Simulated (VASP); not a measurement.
# SiNi (Pnma) in VASP: notebook

SiNi is run at these levels: PBEsol; tasks: single point, relaxation of shape and atoms at fixed volume.

All numbers are computed with VASP 6.6.1; they aren't measurements. Logs are shortened: lines on timing, memory, paths and dates and some standing lists are left out, and cuts for length are marked.

### 1 The cell of the first run

It takes space group Pnma (No. 62, orthorhombic). The conventional cell has a = 5.088 Å, b = 3.358 Å, c = 5.528 Å, α = 90.00°, β = 90.00°, γ = 90.00°. Within 3.0 Å of Si (site symmetry m) lie 6 Ni at 2.26 to 2.38 Å and 2 Si at 2.65 Å. Ni (site symmetry m) has 6 Si at 2.26 to 2.38 Å and 4 Ni at 2.64 to 2.67 Å within 3.0 Å.

### 2 Single point, PBEsol

Input file INCAR:

```
SYSTEM = SiNi
ALGO = Fast ; EDIFF = 1E-6
ENCUT = 520 ; GGA = PS
ISIF = 2 ; ISMEAR = 0
LASPH = .True. ; LCHARG = .False.
LREAL = Auto ; LWAVE = .False.
NBANDS = 70 ; NELM = 80
PREC = Accurate ; SIGMA = 0.15
```

Input file KPOINTS:

```
k-points
0
Gamma
  8 12 4
  0 0 0
```

Input file POSCAR:

```
SiNi
1.0
   -5.0878282958      0.0000000000      0.0000000000
    0.0000000000     -3.3577714519      0.0000000000
    0.0000000000      0.0000000000     11.0556604556
Si Ni
8 8
Direct
    0.6785723358      0.2500000000      0.0432777411
    0.6785723358      0.2500000000      0.5432777411
    0.8214276642      0.7500000000      0.2932777411
    0.8214276642      0.7500000000      0.7932777411
    0.1785723358      0.2500000000      0.2067222589
    0.1785723358      0.2500000000      0.7067222589
    0.3214276642      0.7500000000      0.4567222589
    0.3214276642      0.7500000000      0.9567222589
    0.9906992690      0.7500000000      0.0936931839
    0.9906992690      0.7500000000      0.5936931839
    0.5093007310      0.2500000000      0.3436931839
    0.5093007310      0.2500000000      0.8436931839
    0.4906992690      0.7500000000      0.1563068161
    0.4906992690      0.7500000000      0.6563068161
    0.0093007310      0.2500000000      0.4063068161
    0.0093007310      0.2500000000      0.9063068161
```

Potentials or basis: VASP PAW PBE potentials, release 64 (Si, Ni).

The run is started by

```console
$ cat potpaw_PBE.64/Si/POTCAR potpaw_PBE.64/Ni/POTCAR > POTCAR
$ mpirun -np 1 vasp_std > vasp.out
```

OUTCAR:

```text
SYSTEM = SiNi
   EDIFF = 1E-6
   ENCUT = 520
   GGA = PS
   ISIF = 2
   ISMEAR = 0
   LASPH = .True.
   LREAL = Auto
   NELM = 80
   PREC = Accurate

 ion  position               nearest neighbor table
   1  0.679  0.250  0.043-  16 2.26  13 2.30  13 2.30  12 2.37   9 2.38   9 2.38   8 2.65   8 2.65
                             5 3.12   5 3.12
   2  0.679  0.250  0.543-  15 2.26  14 2.30  14 2.30  11 2.37  10 2.38  10 2.38   7 2.65   7 2.65
                             6 3.12   6 3.12
   3  0.821  0.750  0.293-  13 2.26  15 2.30  15 2.30   9 2.37  11 2.38  11 2.38   5 2.65   5 2.65
                             7 3.12   7 3.12
   4  0.821  0.750  0.793-  14 2.26  16 2.30  16 2.30  10 2.37  12 2.38  12 2.38   6 2.65   6 2.65
                             8 3.12   8 3.12
   5  0.179  0.250  0.207-  11 2.26   9 2.30   9 2.30  15 2.37  13 2.38  13 2.38   3 2.65   3 2.65
                             1 3.12   1 3.12
   6  0.179  0.250  0.707-  12 2.26  10 2.30  10 2.30  16 2.37  14 2.38  14 2.38   4 2.65   4 2.65
                             2 3.12   2 3.12
   7  0.321  0.750  0.457-  10 2.26  11 2.30  11 2.30  14 2.37  15 2.38  15 2.38   2 2.65   2 2.65
                             3 3.12   3 3.12
   8  0.321  0.750  0.957-   9 2.26  12 2.30  12 2.30  13 2.37  16 2.38  16 2.38   1 2.65   1 2.65
                             4 3.12   4 3.12
   9  0.991  0.750  0.094-   8 2.26   5 2.30   5 2.30   3 2.37   1 2.38   1 2.38  13 2.64  13 2.64
[... 23 lines left out ...]
 A1 = (   0.0000000000,   3.3577714519,   0.0000000000)
 A2 = (  -5.0878282958,   0.0000000000,   0.0000000000)
 A3 = (   0.0000000000,   0.0000000000,  11.0556604556)

Analysis of symmetry for initial positions (statically):
=====================================================================
 Subroutine PRICEL returns following result:

  LATTYP: Found a simple orthorhombic cell.
 ALAT       =     3.3577714519
 B/A-ratio  =     1.5152396072
 C/A-ratio  =     1.6462794764

  Lattice vectors:

 A1 = (   0.0000000000,   3.3577714519,   0.0000000000)
 A2 = (  -5.0878282958,   0.0000000000,   0.0000000000)
 A3 = (   0.0000000000,   0.0000000000,   5.5278302278)

   2 primitive cells build up your supercell.

 Routine SETGRP: Setting up the symmetry group for a
 simple orthorhombic supercell.

 Subroutine GETGRP returns: Found  8 space group operations
 (whereof  2 operations were pure point group operations)
 out of a pool of  8 trial point group operations.

The static configuration has the point symmetry S_2 .
 The point group associated with its full space group is D_2h.

Analysis of symmetry for dynamics (positions and initial velocities):
=====================================================================
 Subroutine PRICEL returns following result:

  LATTYP: Found a simple orthorhombic cell.
 ALAT       =     3.3577714519
 B/A-ratio  =     1.5152396072
 C/A-ratio  =     1.6462794764

  Lattice vectors:

 A1 = (   0.0000000000,   3.3577714519,   0.0000000000)
 A2 = (  -5.0878282958,   0.0000000000,   0.0000000000)
 A3 = (   0.0000000000,   0.0000000000,   5.5278302278)

   2 primitive cells build up your supercell.

 Routine SETGRP: Setting up the symmetry group for a
 simple orthorhombic supercell.

 Subroutine GETGRP returns: Found  8 space group operations
 (whereof  2 operations were pure point group operations)
 out of a pool of  8 trial point group operations.

The dynamic configuration has the point symmetry S_2 .
 The point group associated with its full space group is D_2h.

 Subroutine INISYM returns: Found  8 space group operations
 (whereof  2 operations are pure point group operations),
 and found     2 'primitive' translations

----------------------------------------------------------------------------------------

                                     Primitive cell

  volume of cell :      94.4362

  direct lattice vectors                    reciprocal lattice vectors
     0.000000000  3.357771452  0.000000000     0.000000000  0.297816577  0.000000000
    -5.087828296  0.000000000  0.000000000    -0.196547513  0.000000000  0.000000000
     0.000000000  0.000000000  5.527830228     0.000000000  0.000000000  0.180902806

  length of vectors
     3.357771452  5.087828296  5.527830228     0.297816577  0.196547513  0.180902806

  position of ions in fractional coordinates (direct lattice)
     0.750000000  0.678572336  0.086555482
     0.250000000  0.821427664  0.586555482
     0.750000000  0.178572336  0.413444518
     0.250000000  0.321427664  0.913444518
     0.250000000  0.990699269  0.187386368
     0.750000000  0.509300731  0.687386368
     0.250000000  0.490699269  0.312613632
     0.750000000  0.009300731  0.812613632

  ion indices of the primitive-cell ions
   primitive index   ion index
                 1           1
                 2           3
                 3           5
                 4           8
                 5           9
                 6          12
                 7          13
                 8          16

----------------------------------------------------------------------------------------

 KPOINTS: k-points

Automatic generation of k-mesh.
 Grid dimensions read from file:
 generate k-points for:    8   12    4

 Generating k-lattice:

  Cartesian coordinates                     Fractional coordinates (reciprocal lattice)
    -0.024568439  0.000000000  0.000000000     0.125000000  0.000000000  0.000000000
     0.000000000 -0.024818048  0.000000000     0.000000000  0.083333333  0.000000000
     0.000000000  0.000000000  0.022612851     0.000000000  0.000000000  0.250000000

  Length of vectors
     0.024568439  0.024818048  0.022612851

  Shift w.r.t. Gamma in fractional coordinates (k-lattice)
     0.000000000  0.000000000  0.000000000

 Subroutine IBZKPT returns following result:
 ===========================================

 Found    105 irreducible k-points:

 Following reciprocal coordinates:
            Coordinates               Weight
  0.000000  0.000000  0.000000      1.000000
  0.125000  0.000000  0.000000      2.000000
  0.250000  0.000000  0.000000      2.000000
  0.375000  0.000000  0.000000      2.000000
  0.500000  0.000000  0.000000      1.000000
  0.000000  0.083333  0.000000      2.000000
[... 16 lines left out ...]
  0.250000  0.333333  0.000000      4.000000
  0.375000  0.333333  0.000000      4.000000
 [... further k-points ...]
   k-points           NKPTS =    105   k-points in BZ     NKDIM =    105   number of bands    NBANDS=     70
   number of dos      NEDOS =    301   number of ions     NIONS =     16
   total plane-waves  NPLWV =  94080
   dimension x,y,z NGX =    40 NGY =   28 NGZ =   84
   dimension x,y,z NGXF=    80 NGYF=   56 NGZF=  168
   ions per type =               8   8
   NGX,Y,Z   is equivalent  to a cutoff of  13.07, 13.86, 12.63 a.u.
   NGXF,Y,Z  is equivalent  to a cutoff of  26.14, 27.73, 25.26 a.u.
 SYSTEM =  SiNi
   PREC   = accura    normal or accurate (medium, high low for compatibility)
   ISTART =      0    job   : 0-new  1-cont  2-samecut
   ICHARG =      2    charge: 1-file 2-atom 10-const
   ISPIN  =      1    spin polarized calculation?
   LNONCOLLINEAR =      F non collinear calculations
   LSORBIT =      F    spin-orbit coupling
   LASPH  =      T    aspherical Exc in radial PAW
   ENCUT  =  520.0 eV  38.22 Ry    6.18 a.u.   9.46  6.24 20.56*2*pi/ulx,y,z
   NELM   =     80;   NELMIN=  2; NELMDL= -5     # of ELM steps
   EDIFF  = 0.1E-05   stopping-criterion for ELM
   LREAL  =      T    real-space projection
   EDIFFG = 0.1E-04   stopping-criterion for IOM
   NSW    =      0    number of steps for IOM
   IBRION =     -1    ionic relax: 0-MD 1-quasi-New 2-CG
   NFREE  =      0    steps in history (QN), initial steepest desc. (CG)
   ISIF   =      2    stress and relaxation
   ISYM   =      2    0-nonsym 1-usesym 2-fastsym
   POTIM  = 0.5000    time-step for ionic-motion
   TEBEG  =    0.0;   TEEND  =   0.0 temperature during run
   PSTRESS=    0.0 pullay stress
   NELECT =     112.0000    total number of electrons
   NUPDOWN=      -1.0000    fix difference up-down
   EMIN   =  10.00;   EMAX   =-10.00  energy-range for DOS
   EFERMI =   0.00;   METHOD = LEGACY
   ISMEAR =     0;   SIGMA  =   0.15  broadening in eV -4-tet -1-fermi 0-gaus
   EFERMI_NEDOS =   21; number of points for ismear=-14 and -15
   IALGO  =     68    algorithm
   IMIX   =      4    mixing-type and parameters
     AMIX     =   0.40;   BMIX     =  1.00
     AMIX_MAG =   1.60;   BMIX_MAG =  1.00
  volume/ion in A,a.u.               =      11.80        79.66
  Fermi-wavevector in a.u.,A,eV,Ry     =   1.375386  2.599104 25.737977  1.891688
  Thomas-Fermi vector in A             =   2.500727
   LORBIT       =      0    0 simple, 1 ext, 2 COOP (PROOUT), +10 PAW based schemes
   GGA     = PS    functional components
   LHFCALC =     F    Hartree Fock is set to
   AEXX    =    0.0000 exact exchange contribution
   IVDW    =     0    specifies the selected vdW correction
   LEPSILON=     F    determine dielectric tensor
   LRPA    =     F    only Hartree local field effects (RPA)
 non-spin polarized calculation
 RMM-DIIS sequential band-by-band and
 Gauss-broadening in eV      SIGMA  =   0.15
  energy-cutoff  :      520.00
  volume of cell :      188.87
 maximum number of plane-waves:      5123
 NGX is ok and might be reduce to    40

 number of electron     112.0000039 magnetization

 Free energy of the ion-electron system (eV)
  ---------------------------------------------------
  ext. energy  EPLUGINS =         0.00000000
  ---------------------------------------------------
  free energy    TOTEN  =      -104.55488830 eV

  energy without entropy =     -104.51513087  energy(sigma->0) =     -104.53500958

 E-fermi :  10.7065     XC(G=0): -12.4544

 val. band max:       10.6965417719   @ k =   0.0000   0.4167   0.5000
 cond. band min:      10.7193577038   @ k =   0.2500   0.2500   0.5000
 fundamental gap:      0.0228159319
 Fermi energy:        10.7065012053

 k-point     1 :       0.0000    0.0000    0.0000
  band No.  band energies     occupation
      1      -2.5151      2.00000
      2      -1.3694      2.00000
      3      -1.3694      2.00000
      4       0.9985      2.00000
      5       2.1754      2.00000
      6       2.8446      2.00000
[... 1693 lines left out ...]
     67      14.1963      0.00000
     68      14.4299      0.00000

 [... further k-points ...]

 [bands above 68 left out]

------------------------ aborting loop because EDIFF is reached ----------------------------------------

  FORCE on cell =-STRESS in cart. coord.  units (eV):
  Direction    XX          YY          ZZ          XY          YZ          ZX
  --------------------------------------------------------------------------------------
  -------------------------------------------------------------------------------------
  Total        0.3421138      0.2649392      0.0270086      0.0000000      0.0000000      0.0000000
  in kB        2.9021032      2.2474420      0.2291103      0.0000000      0.0000000      0.0000000
  external PRESSURE =       1.7928852 kB  Pullay stress =       0.0000000 kB

 VOLUME and BASIS-vectors are now :
 -----------------------------------------------------------------------------
  energy-cutoff  :      520.00
  volume of cell :      188.87
      direct lattice vectors                 reciprocal lattice vectors
    -5.087828296  0.000000000  0.000000000    -0.196547513  0.000000000  0.000000000
     0.000000000 -3.357771452  0.000000000     0.000000000 -0.297816577  0.000000000
     0.000000000  0.000000000 11.055660456     0.000000000  0.000000000  0.090451403

 POSITION                                       TOTAL-FORCE (eV/Angst)
 -----------------------------------------------------------------------------------
     -3.45246     -0.83944      0.47846        -0.012145     -0.000000      0.005872
     -3.45246     -0.83944      6.00629        -0.012145      0.000000      0.005872
     -4.17928     -2.51833      3.24238         0.012145     -0.000000      0.005872
     -4.17928     -2.51833      8.77021         0.012145      0.000000      0.005872
     -0.90855     -0.83944      2.28545        -0.012145      0.000000     -0.005872
     -0.90855     -0.83944      7.81328        -0.012145     -0.000000     -0.005872
[... 8 lines left out ...]
     -0.04732     -0.83944      4.49199        -0.014897      0.000000      0.003568
     -0.04732     -0.83944     10.01982        -0.014897      0.000000      0.003568
 -----------------------------------------------------------------------------------
    total drift:                                0.000000     -0.000000     -0.000000

  FREE ENERGIE OF THE ION-ELECTRON SYSTEM (eV)
  ---------------------------------------------------
  free  energy   TOTEN  =      -104.5548882978 eV

  energy  without entropy=     -104.5151308712  energy(sigma->0) =     -104.53500958
```

Run time: 62 min. Hardware: 1 thread of Oxide Virtual Turin-like, shared host; peak memory 0.82 GiB.

Results:

```
Free energy            : -104.5549 eV
Pressure               : 0.2 GPa
Largest force          : 0.015 eV/Å
Band gap on the k mesh : zero (bands 56 and 57 overlap by 1.87 eV)
```

Forces on the atoms (eV/Å):
```
Si  -0.012  0.000  0.006
Si  -0.012  0.000  0.006
Si   0.012  0.000  0.006
Si   0.012  0.000  0.006
Si  -0.012  0.000 -0.006
Si  -0.012  0.000 -0.006
Si   0.012  0.000 -0.006
Si   0.012  0.000 -0.006
Ni   0.015  0.000 -0.004
Ni   0.015  0.000 -0.004
Ni  -0.015  0.000 -0.004
Ni  -0.015  0.000 -0.004
Ni   0.015  0.000  0.004
Ni   0.015  0.000  0.004
Ni  -0.015  0.000  0.004
Ni  -0.015  0.000  0.004
```

Levels at points of the mesh, in eV from the Fermi level:
| k point | band 54 | band 55 | band 56 | band 57 | band 58 | band 59 |
| --- | --- | --- | --- | --- | --- | --- |
| (0.00, 0.00, 0.00) | -0.95 | -0.22 | -0.22 | 0.65 | 0.85 | 0.85 |
| (0.50, 0.00, 0.00) | 0.82 | 1.00 | 1.00 | 1.10 | 1.10 | 2.32 |
| (0.00, 0.50, 0.00) | -1.75 | -1.46 | -1.46 | -0.62 | -0.62 | 0.17 |
| (0.50, 0.50, 0.00) | -1.76 | -1.76 | -1.76 | 0.49 | 0.49 | 0.49 |
| (0.00, 0.00, 0.50) | -0.93 | -0.49 | -0.49 | 1.01 | 1.01 | 2.11 |
| (0.50, 0.00, 0.50) | 1.11 | 1.11 | 1.11 | 1.43 | 1.43 | 1.43 |
| (0.00, 0.50, 0.50) | -1.66 | -1.66 | -1.66 | -0.27 | -0.27 | -0.27 |
| (0.50, 0.50, 0.50) | -1.88 | -1.88 | -1.88 | 1.26 | 1.26 | 1.26 |

Caveat: the PAW data sets were made with another functional, which shifts forces and pressure a little. Spin polarisation is off, so any magnetic state and its effect on volume and gap are missing.

### 3 Single point, PBEsol

This run uses another cell than the first one: it holds 8 atoms, not 16.

Input file INCAR:

```
PREC     = Accurate       # precision mode
ENCUT    = 520            # plane-wave cutoff, eV
EDIFF    = 1E-7           # SCF threshold, eV
ISMEAR   = 0              # smearing method
SIGMA    = 0.1            # smearing width, eV
LREAL    = F              # projectors in reciprocal space
LASPH    = T              # aspherical terms in the spheres
NELM     = 100            # most SCF steps
ALGO     = Fast           # electronic algorithm
ISIF     = 2              # what is computed and relaxed
LWAVE    = F              # write WAVECAR
LCHARG   = F              # write CHGCAR
GGA      = PS             # functional
NBANDS   = 38             # bands
```

Input file KPOINTS:

```
Automatic mesh
0
Gamma
  10 7 6
```

Input file POSCAR:

```
SiNi
1.0
    3.3577714910      0.0000000000      0.0000000000
    0.0000000000      5.0878282843      0.0000000000
    0.0000000000      0.0000000000      5.5278301702
Si Ni
4 4
Direct
    0.2500000000      0.3214276657      0.0865554855
    0.7500000000      0.1785723343      0.5865554855
    0.2500000000      0.8214276657      0.4134445145
    0.7500000000      0.6785723343      0.9134445145
    0.7500000000      0.0093007310      0.1873863638
    0.2500000000      0.4906992690      0.6873863638
    0.7500000000      0.5093007310      0.3126136362
    0.2500000000      0.9906992690      0.8126136362
```

Potentials or basis: VASP PAW PBE potentials, release 64 (Si, Ni).

The run is started by

```console
$ cat potpaw_PBE.64/Si/POTCAR potpaw_PBE.64/Ni/POTCAR > POTCAR
$ mpirun -np 1 vasp_std > vasp.out
```

Run time: 4.6 min. Hardware: 1 thread of Oxide Virtual Turin-like, shared host; peak memory 0.36 GiB.

Results (log left out):

- Free energy: -52.2683 eV
- Pressure: 0.2 GPa
- Largest force: 0.021 eV/Å
- Band gap on the k mesh: zero (bands 28 and 29 overlap by 1.97 eV)

Forces in eV/Å, atoms in the order of the input:
```
Si   0.000 -0.010 -0.002
Si   0.000  0.010 -0.002
Si   0.000 -0.010  0.002
Si   0.000  0.010  0.002
Ni   0.000  0.015 -0.015
Ni   0.000 -0.015 -0.015
Ni   0.000  0.015  0.015
Ni   0.000 -0.015  0.015
```

Stress tensor (GPa, compression positive):
```
-0.53  0.00  0.00
 0.00  1.21  0.00
 0.00  0.00 -0.09
```

Levels at points of the mesh, in eV from the Fermi level:
```tsv
k point	band 25	band 26	band 27	band 28	band 29	band 30	band 31	band 32
(0.00, 0.00, 0.00)	-1.79	-1.28	-1.14	-0.92	0.68	1.40	3.36	3.85
(0.50, 0.00, 0.00)	-1.97	-1.97	-1.43	-1.43	-0.59	-0.59	2.08	2.08
(0.00, 0.00, 0.50)	-1.40	-1.40	-0.19	-0.19	0.87	0.87	3.38	3.38
(0.50, 0.00, 0.50)	-2.05	-2.05	-1.72	-1.72	0.20	0.20	1.40	1.40
```

Caveat: the PAW data sets were made with another functional, which shifts forces and pressure a little.

[end of part 1 of 2]

The gap in the log of VASP goes by the Fermi energy; the results here count the filled bands.